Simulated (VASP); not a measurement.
A run of VASP 6.6.1 is set up as follows.

Contents of INCAR:

```
SYSTEM = HC32
ALGO = Normal ; EDIFF = 1E-6
ENCUT = 520 ; GGA = PE
GGA_COMPAT = .FALSE. ; ISIF = 2
ISMEAR = -1 ; ISPIN = 2
LASPH = .TRUE. ; LCHARG = .FALSE.
LORBIT = 11 ; LREAL = Auto
LWAVE = .FALSE. ; MAGMOM = 0.01 0.01 0 0 0 0 0.13 0 -0.01 0 0 -0.01 0 0.01 0 -0.01 0.01 0 -0.01 0 0 -0.01 -0.01 0 0 0 0 0.13 0.01 0.01 0 0 0.02
NBANDS = 90 ; NELM = 200
NUPDOWN = 1.0 ; PREC = Accurate
SIGMA = 0.01
```

KPOINTS

```
k-points
0
G
  1 1 1
  0 0 0
```

POSCAR

```
HC32
1.0
   -3.5716218665      3.5716218665      3.5716218665
    3.5716218665     -3.5716218665      3.5716218665
    3.5716218665      3.5716218665     -3.5716218665
C H
32 1
Direct
   -0.0018121667     -0.0080261991      0.0001116375
   -0.0018136065      0.2474975123      0.7445842027
   -0.0000144130      0.4984216505      0.5001769959
   -0.0000154250      0.7475638783      0.2510349549
    0.2526004800      0.0006545210      0.7532664821
    0.2491102251      0.2493028107      0.5001732954
    0.1924099588      0.4417292581      0.1943365788
    0.2491114081      0.7475633644      0.0019114726
    0.5089990593      0.0112459958      0.5109234992
    0.4982496433      0.2493024754      0.2510319876
    0.4982515893      0.4984205779      0.0019098404
    0.5089992915      0.7583083536      0.7638521235
    0.7513392760      0.0006519147      0.2545218304
    0.7426642779      0.2474999481      0.0001116781
    0.7513402844      0.5019095781      0.7532643707
    0.7619311394      0.7583116963      0.5109253702
    0.0074082822      0.0011981236      0.7538093139
   -0.0012743522      0.2480382269      0.4993901474
   -0.0118703907      0.4903800513      0.2429921753
   -0.0012731652      0.7467787947      0.0006508934
    0.2518137897     -0.0006018573      0.5028779793
    0.2410673351      0.2374506577      0.2429918270
    0.2410619642      0.4903761596     -0.0099488079
    0.2518135880      0.7502619830      0.7520055256
    0.5009533539     -0.0006026022      0.2537380124
    0.4974682878      0.2480392585      0.0006491317
    0.5009559777      0.5011250938      0.7520054833
    0.5576518352      0.8069596869      0.5595730330
    0.7518832342      0.0011938505      0.0093275248
    0.7518821871      0.2567124448      0.7538053498
    0.7500808378      0.5011262582      0.5028789618
    0.7500780975      0.7502627987      0.2537372710
    0.3750067196      0.6243491430      0.3769052979
```

Potentials or basis: VASP PAW PBE potentials, release 64 (C, H).

The run is started by

```sh
$ cat potpaw_PBE.64/C/POTCAR potpaw_PBE.64/H/POTCAR > POTCAR
$ mpirun -np 1 vasp_gam > vasp.out
```

(1) Estimate the pressure.

(2) Predict the largest force.

Answers

(1) 16.2 GPa.

(2) 0.208 eV/Å.

Caveat: the k points lie up to 1.24 Å⁻¹ apart; the total moment is fixed, so each spin has its own Fermi level.
